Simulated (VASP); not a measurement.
Here is a VASP 6.6.1 calculation.

INCAR

```
SYSTEM = Co
PREC     = Accurate       ! precision mode
ENCUT    = 520            ! plane-wave cutoff, eV
EDIFF    = 1E-6           ! SCF threshold, eV
ISMEAR   = -1             ! smearing method
SIGMA    = 0.05           ! smearing width, eV
LREAL    = .False.        ! projectors in reciprocal space
LASPH    = .True.         ! aspherical terms in the spheres
NELM     = 150            ! most SCF steps
ALGO     = Normal         ! electronic algorithm
ISIF     = 2              ! what is computed and relaxed
LWAVE    = .False.        ! write WAVECAR
LCHARG   = .True.         ! write CHGCAR
ISPIN    = 2              ! spin polarisation
MAGMOM   = 2 2            ! initial moments
LORBIT   = 11             ! projections on sites
LMAXMIX  = 4              ! l up to which the mixer works
GGA      = RP             ! functional
IVDW     = 13             ! dispersion correction
LELF     = .True.         ! ELF
LVHAR    = .True.       
NBANDS   = 20             ! bands
```

File KPOINTS:

```
Automatic mesh
0
Gamma
  12 12 7
  0 0 0
```

Contents of POSCAR:

```
Co
1.0
    2.4554087999      0.0000000000      0.0000000000
   -1.2277044000      2.1264463974      0.0000000000
    0.0000000000      0.0000000000      3.9941557227
Co
2
Direct
    0.6666666667      0.3333333333      0.7500000000
    0.3333333333      0.6666666667      0.2500000000
```

Potentials or basis: VASP PAW PBE potentials, release 64 (Co).

Command:

```console
$ cat potpaw_PBE.64/Co/POTCAR > POTCAR
$ mpirun -np 1 vasp_std > vasp.out
```

Task: Estimate the dispersion energy per atom.

Result: -0.870 eV.

Task: Predict the site moments.

Result: Co +1.60 μB.

Task: Predict the pressure.

Result: 2.0 GPa.

Stress tensor (GPa, compression positive):
```
2.91 0.00 0.00
0.00 2.91 0.00
0.00 0.00 0.07
```

Caveat: the PAW data sets were made with another functional, which shifts forces and pressure a little.
